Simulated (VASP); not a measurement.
# GaAs (I-4m2) in VASP: further runs

The runs below take GaAs through single point, with PBEsol.

All numbers are computed with VASP 6.6.1; they aren't measurements. Logs are shortened: lines on timing, memory, paths and dates and some standing lists are left out, and cuts for length are marked.

**1. The cell of the first run**

It takes space group I-4m2 (No. 119, tetragonal). Conventional cell: a = 4.053 Å, b = 4.053 Å, c = 5.502 Å, α = 90.00°, β = 90.00°, γ = 90.00°. Within 3.2 Å of Ga (site symmetry -4m2) lie 4 As at 2.45 Å. As (site symmetry -4m2) has 4 Ga at 2.45 Å within 3.2 Å.

**2. Single point, PBEsol**

INCAR

```
ALGO     = Normal         # electronic algorithm
EDIFF    = 1E-7           # SCF threshold, eV
ENCUT    = 520            # plane-wave cutoff, eV
GGA      = PS             # functional
ISIF     = 2              # what is computed and relaxed
ISMEAR   = 0              # smearing method
LASPH    = True           # aspherical terms in the spheres
LCHARG   = False          # write CHGCAR
LREAL    = False          # projectors in reciprocal space
LWAVE    = False          # write WAVECAR
NBANDS   = 16             # bands
NELM     = 80             # most SCF steps
PREC     = Accurate       # precision mode
SIGMA    = 0.05           # smearing width, eV
```

KPOINTS

```
k-points
0
Gamma
  12 12 12
```

POSCAR

```
GaAs
1.0
    0.0000000000      2.8655787852      2.7509556338
    2.8655787852      0.0000000000      2.7509556338
    2.8655787852      2.8655787852      0.0000000000
Ga As
1 1
Direct
    0.0000000000      0.0000000000      0.0000000000
    0.7500000000      0.7500000000      0.7500000000
```

Potentials or basis: VASP PAW PBE potentials, release 64 (Ga_d, As).

Started as:

```bash
$ cat potpaw_PBE.64/Ga_d/POTCAR potpaw_PBE.64/As/POTCAR > POTCAR
$ mpirun -np 1 vasp_std > vasp.out
```

OUTCAR:

```text
EDIFF = 1E-7
   ENCUT = 520
   GGA = PS
   ISIF = 2
   ISMEAR = 0
   LASPH = True
   LREAL = False
   NELM = 80
   PREC = Accurate

 ion  position               nearest neighbor table
   1  0.000  0.000  0.000-   2 2.45   2 2.45   2 2.45   2 2.45
   2  0.750  0.750  0.750-   1 2.45   1 2.45   1 2.45   1 2.45

  LATTYP: Found a body centered tetragonal cell.
 ALAT       =     4.0525403821
 C/A-ratio  =     1.3576450199

  Lattice vectors:

 A1 = (   0.0000000000,  -2.8655787852,  -2.7509556338)
 A2 = (   0.0000000000,   2.8655787852,  -2.7509556338)
 A3 = (   2.8655787852,   0.0000000000,   2.7509556338)

Analysis of symmetry for initial positions (statically):
=====================================================================
 Subroutine PRICEL returns:
 Original cell was already a primitive cell.

 Routine SETGRP: Setting up the symmetry group for a
 body centered tetragonal supercell.

 Subroutine GETGRP returns: Found  8 space group operations
 (whereof  8 operations were pure point group operations)
 out of a pool of 16 trial point group operations.

The static configuration has the point symmetry D_2d.

Analysis of symmetry for dynamics (positions and initial velocities):
=====================================================================
 Subroutine PRICEL returns:
 Original cell was already a primitive cell.

 Routine SETGRP: Setting up the symmetry group for a
 body centered tetragonal supercell.

 Subroutine GETGRP returns: Found  8 space group operations
 (whereof  8 operations were pure point group operations)
 out of a pool of 16 trial point group operations.

The dynamic configuration has the point symmetry D_2d.

 Subroutine INISYM returns: Found  8 space group operations
 (whereof  8 operations are pure point group operations),
 and found     1 'primitive' translations

----------------------------------------------------------------------------------------

                                     Primitive cell

  volume of cell :      45.1792

  direct lattice vectors                    reciprocal lattice vectors
     0.000000000  2.865578785  2.750955634    -0.174484821  0.174484821  0.181755021
     2.865578785  0.000000000  2.750955634     0.174484821 -0.174484821  0.181755021
     2.865578785  2.865578785  0.000000000     0.174484821  0.174484821 -0.181755021

  length of vectors
     3.972316537  3.972316537  4.052540382     0.306471521  0.306471521  0.306471521

  position of ions in fractional coordinates (direct lattice)
     0.000000000  0.000000000  0.000000000
     0.750000000  0.750000000  0.750000000

  ion indices of the primitive-cell ions
   primitive index   ion index
                 1           1
                 2           2

----------------------------------------------------------------------------------------

 KPOINTS: k-points

Automatic generation of k-mesh.
 Grid dimensions read from file:
 generate k-points for:   12   12   12

 Generating k-lattice:

  Cartesian coordinates                     Fractional coordinates (reciprocal lattice)
    -0.014540402  0.014540402  0.015146252     0.083333333  0.000000000  0.000000000
     0.014540402 -0.014540402  0.015146252     0.000000000  0.083333333  0.000000000
     0.014540402  0.014540402 -0.015146252     0.000000000  0.000000000  0.083333333

  Length of vectors
     0.025539293  0.025539293  0.025539293

  Shift w.r.t. Gamma in fractional coordinates (k-lattice)
     0.000000000  0.000000000  0.000000000

 Subroutine IBZKPT returns following result:
 ===========================================

 Found    163 irreducible k-points:

 Following reciprocal coordinates:
            Coordinates               Weight
  0.000000  0.000000  0.000000      1.000000
  0.083333  0.000000  0.000000      8.000000
  0.166667 -0.000000  0.000000      8.000000
  0.250000  0.000000  0.000000      8.000000
  0.333333 -0.000000  0.000000      8.000000
  0.416667  0.000000  0.000000      8.000000
[... 16 lines left out ...]
  0.500000  0.166667  0.000000      8.000000
 -0.416667  0.166667  0.000000      8.000000
 [... further k-points ...]
   k-points           NKPTS =    163   k-points in BZ     NKDIM =    163   number of bands    NBANDS=     16
   number of dos      NEDOS =    301   number of ions     NIONS =      2
   total plane-waves  NPLWV =  27000
   dimension x,y,z NGX =    30 NGY =   30 NGZ =   30
   dimension x,y,z NGXF=    60 NGYF=   60 NGZF=   60
   ions per type =               1   1
   NGX,Y,Z   is equivalent  to a cutoff of  12.56, 12.56, 12.31 a.u.
   NGXF,Y,Z  is equivalent  to a cutoff of  25.11, 25.11, 24.61 a.u.
 SYSTEM =  unknown system
   PREC   = accura    normal or accurate (medium, high low for compatibility)
   ISTART =      0    job   : 0-new  1-cont  2-samecut
   ICHARG =      2    charge: 1-file 2-atom 10-const
   ISPIN  =      1    spin polarized calculation?
   LNONCOLLINEAR =      F non collinear calculations
   LSORBIT =      F    spin-orbit coupling
   LASPH  =      T    aspherical Exc in radial PAW
   ENCUT  =  520.0 eV  38.22 Ry    6.18 a.u.   7.39  7.39  7.54*2*pi/ulx,y,z
   NELM   =     80;   NELMIN=  2; NELMDL= -5     # of ELM steps
   EDIFF  = 0.1E-06   stopping-criterion for ELM
   LREAL  =      F    real-space projection
   EDIFFG = 0.1E-05   stopping-criterion for IOM
   NSW    =      0    number of steps for IOM
   IBRION =     -1    ionic relax: 0-MD 1-quasi-New 2-CG
   NFREE  =      0    steps in history (QN), initial steepest desc. (CG)
   ISIF   =      2    stress and relaxation
   ISYM   =      2    0-nonsym 1-usesym 2-fastsym
   POTIM  = 0.5000    time-step for ionic-motion
   TEBEG  =    0.0;   TEEND  =   0.0 temperature during run
   PSTRESS=    0.0 pullay stress
   NELECT =      18.0000    total number of electrons
   NUPDOWN=      -1.0000    fix difference up-down
   EMIN   =  10.00;   EMAX   =-10.00  energy-range for DOS
   EFERMI =   0.00;   METHOD = LEGACY
   ISMEAR =     0;   SIGMA  =   0.05  broadening in eV -4-tet -1-fermi 0-gaus
   EFERMI_NEDOS =   21; number of points for ismear=-14 and -15
   IALGO  =     38    algorithm
   IMIX   =      4    mixing-type and parameters
     AMIX     =   0.40;   BMIX     =  1.00
     AMIX_MAG =   1.60;   BMIX_MAG =  1.00
  volume/ion in A,a.u.               =      22.59       152.44
  Fermi-wavevector in a.u.,A,eV,Ry     =   1.204628  2.276417 19.743799  1.451128
  Thomas-Fermi vector in A             =   2.340347
   LORBIT       =      0    0 simple, 1 ext, 2 COOP (PROOUT), +10 PAW based schemes
   GGA     = PS    functional components
   LHFCALC =     F    Hartree Fock is set to
   AEXX    =    0.0000 exact exchange contribution
   IVDW    =     0    specifies the selected vdW correction
   LEPSILON=     F    determine dielectric tensor
   LRPA    =     F    only Hartree local field effects (RPA)
 non-spin polarized calculation
 Gauss-broadening in eV      SIGMA  =   0.05
  energy-cutoff  :      520.00
  volume of cell :       45.18
 maximum number of plane-waves:      1236
 NGX is ok and might be reduce to    30

 number of electron      17.9999997 magnetization

 Free energy of the ion-electron system (eV)
  ---------------------------------------------------
  ext. energy  EPLUGINS =         0.00000000
  ---------------------------------------------------
  free energy    TOTEN  =        -9.08337452 eV

  energy without entropy =       -9.08337452  energy(sigma->0) =       -9.08337452

 E-fermi :   4.0987     XC(G=0):  -9.7750

 val. band max:        3.9493723072   @ k =   0.0000   0.0000   0.0000
 cond. band min:       4.2480982341   @ k =   0.0000   0.0000   0.0000
 fundamental gap:      0.2987259269
 Fermi energy:         4.0987342462

 k-point     1 :       0.0000    0.0000    0.0000
  band No.  band energies     occupation
      1     -10.9736      2.00000
      2     -10.9736      2.00000
      3     -10.9639      2.00000
      4     -10.8942      2.00000
      5     -10.8877      2.00000
      6      -8.9452      2.00000
[... 8 lines left out ...]
     15      13.5220      0.00000
     16      14.2400      0.00000

 k-point     2 :       0.0833    0.0000    0.0000
  band No.  band energies     occupation
      1     -10.9783      2.00000
      2     -10.9719      2.00000
      3     -10.9641      2.00000
      4     -10.8944      2.00000
      5     -10.8877      2.00000
      6      -8.8629      2.00000
[... 8 lines left out ...]
     15      13.0317      0.00000
     16      13.5674      0.00000

 k-point     3 :       0.1667   -0.0000    0.0000
  band No.  band energies     occupation
      1     -10.9939      2.00000
      2     -10.9675      2.00000
      3     -10.9609      2.00000
      4     -10.8947      2.00000
      5     -10.8874      2.00000
      6      -8.6229      2.00000
[... 8 lines left out ...]
     15      12.5755      0.00000
     16      13.0450      0.00000

 k-point     4 :       0.2500    0.0000    0.0000
  band No.  band energies     occupation
      1     -11.0146      2.00000
      2     -10.9621      2.00000
      3     -10.9559      2.00000
      4     -10.8946      2.00000
      5     -10.8864      2.00000
      6      -8.2486      2.00000
[... 8 lines left out ...]
     15      12.6899      0.00000
     16      13.0336      0.00000
[... 324 lines left out ...]
 k-point    22 :       0.4167    0.1667    0.0000
  band No.  band energies     occupation
      1     -11.0488      2.00000
      2     -10.9470      2.00000
      3     -10.9465      2.00000
      4     -10.9031      2.00000
      5     -10.8796      2.00000
      6      -7.3596      2.00000
[... 8 lines left out ...]
     15      14.8213      0.00000
     16      15.6654      0.00000

 k-point    23 :       0.5000    0.1667    0.0000
  band No.  band energies     occupation
      1     -11.0560      2.00000
      2     -10.9454      2.00000
      3     -10.9453      2.00000
      4     -10.9002      2.00000
      5     -10.8803      2.00000
      6      -7.0128      2.00000
[... 8 lines left out ...]
     15      15.4177      0.00000
     16      15.7511      0.00000

 k-point    24 :      -0.4167    0.1667    0.0000
  band No.  band energies     occupation
      1     -11.0559      2.00000
      2     -10.9462      2.00000
      3     -10.9450      2.00000
      4     -10.8969      2.00000
      5     -10.8828      2.00000
      6      -6.9759      2.00000
[... 8 lines left out ...]
     15      14.1738      0.00000
     16      14.9854      0.00000

 [... further k-points ...]
[... 5 lines left out ...]
  --------------------------------------------------------------------------------------
  -------------------------------------------------------------------------------------
  Total       -0.1184707     -0.1184707      0.5207093      0.0000000      0.0000000      0.0000000
  in kB       -4.2012944     -4.2012944     18.4657799      0.0000000      0.0000000      0.0000000
  external PRESSURE =       3.3543970 kB  Pullay stress =       0.0000000 kB

 VOLUME and BASIS-vectors are now :
 -----------------------------------------------------------------------------
  energy-cutoff  :      520.00
  volume of cell :       45.18
      direct lattice vectors                 reciprocal lattice vectors
     0.000000000  2.865578785  2.750955634    -0.174484821  0.174484821  0.181755021
     2.865578785  0.000000000  2.750955634     0.174484821 -0.174484821  0.181755021
     2.865578785  2.865578785  0.000000000     0.174484821  0.174484821 -0.181755021

 POSITION                                       TOTAL-FORCE (eV/Angst)
 -----------------------------------------------------------------------------------
      0.00000      0.00000      0.00000        -0.000000     -0.000000      0.000000
      4.29837      4.29837      4.12643         0.000000      0.000000     -0.000000
 -----------------------------------------------------------------------------------
    total drift:                               -0.000000     -0.000000      0.000001

  FREE ENERGIE OF THE ION-ELECTRON SYSTEM (eV)
  ---------------------------------------------------
  free  energy   TOTEN  =        -9.0833745214 eV

  energy  without entropy=       -9.0833745170  energy(sigma->0) =       -9.08337452
```

Run time: 71 s. Hardware: 1 thread of Intel Xeon 6975P-C, shared host; peak memory 0.26 GiB.

What came out:

```
Free energy            : -9.0834 eV
Pressure               : 0.3 GPa
Band gap on the k mesh : 0.30 eV, direct
```

Stress tensor (GPa, compression positive):
```
-0.42  0.00  0.00
 0.00 -0.42  0.00
 0.00  0.00  1.85
```

Levels at points of the mesh, in eV from the valence-band top:
```
           k point  band 7  band 8  band 9  band 10  band 11  band 12
(0.00, 0.00, 0.00)   -0.22   -0.22    0.00     0.30     3.48     3.59
(0.50, 0.00, 0.00)   -6.82   -1.45   -1.13     0.76     4.30     4.62
(0.50, 0.50, 0.00)   -6.83   -3.02   -3.02     1.05     1.18     9.99
(0.50, 0.00, 0.50)   -7.07   -2.76   -2.73     1.29     1.56     9.77
```

Caveat: the PAW data sets were made with another functional, which shifts forces and pressure a little.

**3. Single point, PBEsol**

This run uses another cell than the first one, of the same volume but with other edges.

INCAR

```
SYSTEM = GaAs
PREC = Accurate
ENCUT = 520
EDIFF = 1E-7
ISMEAR = 0
SIGMA = 0.05
LREAL = .FALSE.
LASPH = .TRUE.
NELM = 80
ALGO = Normal
ISIF = 2
LWAVE = .FALSE.
LCHARG = .FALSE.
GGA = PS
NBANDS = 16
```

KPOINTS

```
regular mesh
0
G
  12 12 12
  0 0 0
```

POSCAR

```
GaAs
1.0
    0.0000000000      3.1731915787      2.2434464461
    3.1731915787      0.0000000000      2.2434464461
    3.1731915787      3.1731915787      0.0000000000
Ga As
1 1
Direct
    0.0000000000      0.0000000000      0.0000000000
    0.7500000000      0.7500000000      0.7500000000
```

Potentials or basis: VASP PAW PBE potentials, release 64 (Ga_d, As).

Started as:

```bash
$ cat potpaw_PBE.64/Ga_d/POTCAR potpaw_PBE.64/As/POTCAR > POTCAR
$ mpirun -np 1 vasp_std > vasp.out
```

Run time: 68 s. Hardware: 1 thread of Intel Xeon Platinum 8559C (Emerald Rapids), shared host; peak memory 0.26 GiB.

Results (log left out):

```yaml
Free_energy: -8.6964 eV
Pressure: -2.2 GPa
Band_gap_on_the_k_mesh: zero (band 9 reaches 4.42 eV, above the bottom of band 10 at 3.30 eV)
```

Stress tensor (GPa, compression positive):
```
-4.96  0.00  0.00
 0.00 -4.96  0.00
 0.00  0.00  3.33
```

Levels at points of the mesh, in eV from the Fermi level:
```tsv
k point	band 5	band 6	band 7	band 8	band 9	band 10	band 11	band 12	band 13	band 14
(0.00, 0.00, 0.00)	-14.78	-12.62	-0.53	-0.53	-0.24	0.75	3.83	4.69	4.69	7.15
(0.50, 0.00, 0.00)	-14.76	-10.81	-6.52	-2.11	-0.58	-0.01	3.51	5.88	8.41	9.27
(0.50, 0.50, 0.00)	-14.74	-9.56	-5.39	-3.90	-3.90	-0.21	0.72	9.98	9.98	11.27
(0.50, 0.00, 0.50)	-14.77	-10.58	-7.35	-1.59	-1.40	2.27	2.94	7.05	7.53	8.28
```

Caveat: the PAW data sets were made with another functional, which shifts forces and pressure a little.

(Part 1 of 2 ends here.)
